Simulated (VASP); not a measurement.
Wanted: the native input for a VASP 6.6.1 run.

```yaml
Task: single point
Functional: r2SCAN
Potentials_or_basis: VASP PAW PBE potentials, release 64 (Eu)
Cutoff: 520 eV
k_mesh: 8 × 8 × 8
Occupations: fermi-dirac, width 0.05 eV
Spin: collinear spin, ferromagnetic start
Starting_moments: "[7.0] μB"
Dipole_correction: no
Further_INCAR_settings: ALGO = Normal; EDIFF = 1e-06; NBANDS = 18
```

The system is Eu.

```
CELL_PARAMETERS angstrom
-2.34817 2.34817 2.34817
2.34817 -2.34817 2.34817
2.34817 2.34817 -2.34817
ATOMIC_POSITIONS crystal
Eu 0.00000 0.00000 0.00000
```

One way to write it, as run:

POSCAR

```
Eu
1.0
   -2.3481683300      2.3481683300      2.3481683300
    2.3481683300     -2.3481683300      2.3481683300
    2.3481683300      2.3481683300     -2.3481683300
Eu
1
Direct
    0.0000000000      0.0000000000      0.0000000000
```

INCAR.step1

```
SYSTEM = Eu
PREC = Accurate
ENCUT = 520
ISMEAR = -1
SIGMA = 0.05
LREAL = .FALSE.
LASPH = .TRUE.
NELM = 150
ISPIN = 2
MAGMOM = 7
LMAXMIX = 6
NBANDS = 18
GGA = PE
ALGO = Normal
EDIFF = 1E-4
LWAVE = .TRUE.
LCHARG = .FALSE.
```

INCAR.step2

```
SYSTEM = Eu
PREC = Accurate
ENCUT = 520
EDIFF = 1E-6
ISMEAR = -1
SIGMA = 0.05
LREAL = .FALSE.
LASPH = .TRUE.
NELM = 150
ALGO = Normal
ISIF = 2
LWAVE = .FALSE.
LCHARG = .FALSE.
ISPIN = 2
MAGMOM = 7
LORBIT = 11
LMAXMIX = 6
METAGGA = R2SCAN
LMIXTAU = .TRUE.
NBANDS = 18
ISTART = 1
```

KPOINTS

```
regular mesh
0
G
  8 8 8
  0 0 0
```

Potentials or basis: VASP PAW PBE potentials, release 64 (Eu).

Run with:

```sh
$ cat potpaw_PBE.64/Eu/POTCAR > POTCAR
$ cp INCAR.step1 INCAR
$ mpirun -np 1 vasp_std > vasp.out
$ cp INCAR.step2 INCAR
$ mpirun -np 1 vasp_std > vasp.out
```

It gave:

```yaml
Pressure: -2.1 GPa
Net_moment: 7.71 μB per cell
Site_moments: Eu +6.69 μB
Valence_electrons_inside_the_program's_atomic_spheres: Eu 14.77
```

Caveat: the PAW data sets were made with another functional, which shifts forces and pressure a little.

Wall time 4.3 min on 1 thread of AMD EPYC 7R13, with other jobs on the host, peak memory 0.23 GiB.
